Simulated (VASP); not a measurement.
Input of a VASP 6.6.1 run:

INCAR

```
PREC = Accurate ; ENCUT = 500
EDIFF = 1E-6 ; ISMEAR = 0
SIGMA = 0.01 ; LREAL = F
LASPH = T ; NELM = 120
ALGO = Normal ; ISIF = 2
LWAVE = F ; LCHARG = F
GGA = PE ; NBANDS = 15
GGA_COMPAT = F
```

KPOINTS

```
regular mesh
0
Gamma
  4 4 4
```

File POSCAR:

```
KCl
1.0
    0.0000000000      3.0915343214      3.0915343214
    3.0915343214      0.0000000000      3.0915343214
    3.0915343214      3.0915343214      0.0000000000
K Cl
1 1
Direct
    0.0000000000      0.0000000000      0.0000000000
    0.5000000000      0.5000000000      0.5000000000
```

Potentials or basis: VASP PAW PBE potentials, release 64 (K_sv, Cl).

Command:

```bash
$ cat potpaw_PBE.64/K_sv/POTCAR potpaw_PBE.64/Cl/POTCAR > POTCAR
$ mpirun -np 1 vasp_std > vasp.out
```

**Question.** Estimate the pressure.

**Answer.** 2.0 GPa.

**Question.** What does it give for the band gap on the k mesh?

**Answer.** 5.37 eV, direct.

Caveat: the k points lie up to 0.44 Å⁻¹ apart.
